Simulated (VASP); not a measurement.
Wanted: the native input for a VASP 6.6.1 run.

```
Task                   : electric field gradients
Functional             : PBE
Potentials or basis    : VASP PAW PBE potentials, release 64 (K_sv, B, H)
Cutoff                 : 520 eV
k mesh                 : 5 × 3 × 5
Occupations            : gaussian, width 0.01 eV
Spin                   : no spin polarisation
Dipole correction      : no
Further INCAR settings : LREAL = Auto; ALGO = Normal; EDIFF = 1e-08; NBANDS = 44
```

The structure of KB3H8 lies in POSCAR:

```
KB3H8
1.0
    5.3229900000      0.0000000000      0.0000000000
    0.0000000000      8.1279700000      0.0000000000
   -0.4496293076      0.0000000000      5.5550129431
K B H
2 6 16
Direct
    0.2275437893      0.7500000000      0.8956205211
    0.7724562107      0.2500000000      0.1043794789
    0.2108408710      0.1397351034      0.7695678078
    0.7891591290      0.6397351034      0.2304321922
    0.7891591290      0.8602648966      0.2304321922
    0.2108408710      0.3602648966      0.7695678078
    0.3673106495      0.2500000000      0.5509052112
    0.6326893505      0.7500000000      0.4490947888
    0.3242657942      0.0760880868      0.6010519809
    0.6757342058      0.5760880868      0.3989480191
    0.6757342058      0.9239119132      0.3989480191
    0.3242657942      0.4239119132      0.6010519809
    0.3254806762      0.0877589038      0.9503483509
    0.6745193238      0.5877589038      0.0496516491
    0.6745193238      0.9122410962      0.0496516491
    0.3254806762      0.4122410962      0.9503483509
   -0.0011386097      0.0865990758      0.7294660814
    1.0011386097      0.5865990758      0.2705339186
    1.0011386097      0.9134009242      0.2705339186
   -0.0011386097      0.4134009242      0.7294660814
    0.2791022246      0.2500000000      0.3441504834
    0.7208977754      0.7500000000      0.6558495166
    0.5955500371      0.2500000000      0.5744899550
    0.4044499629      0.7500000000      0.4255100450
```

One way to write it, as run:

INCAR

```
PREC = Accurate
ENCUT = 520
EDIFF = 1E-8
ISMEAR = 0
SIGMA = 0.01
LREAL = Auto
LASPH = T
NELM = 100
ALGO = Normal
ISIF = 2
LWAVE = F
LCHARG = F
GGA = PE
LEFG = T
NBANDS = 44
```

KPOINTS

```
Automatic mesh
0
Gamma
  5 3 5
```

Potentials or basis: VASP PAW PBE potentials, release 64 (K_sv, B, H).

Command:

```console
$ cat potpaw_PBE.64/K_sv/POTCAR potpaw_PBE.64/B/POTCAR potpaw_PBE.64/H/POTCAR > POTCAR
$ mpirun -np 1 vasp_std > vasp.out
```

It gave:

| Item | Value |
| --- | --- |
| Pressure | 0.5 GPa |
| Largest force | 0.024 eV/Å |
| Band gap on the k mesh | 6.02 eV, indirect (least direct gap 6.12 eV) |

Caveat: without QUAD_EFG the Cq values of the log hold for a quadrupole moment of 1 mb, not for the nuclei.

It took 3.7 min on 1 thread of AMD EPYC 9R45 96-Core Processor (Zen 5) (shared host), peak memory 0.37 GiB.
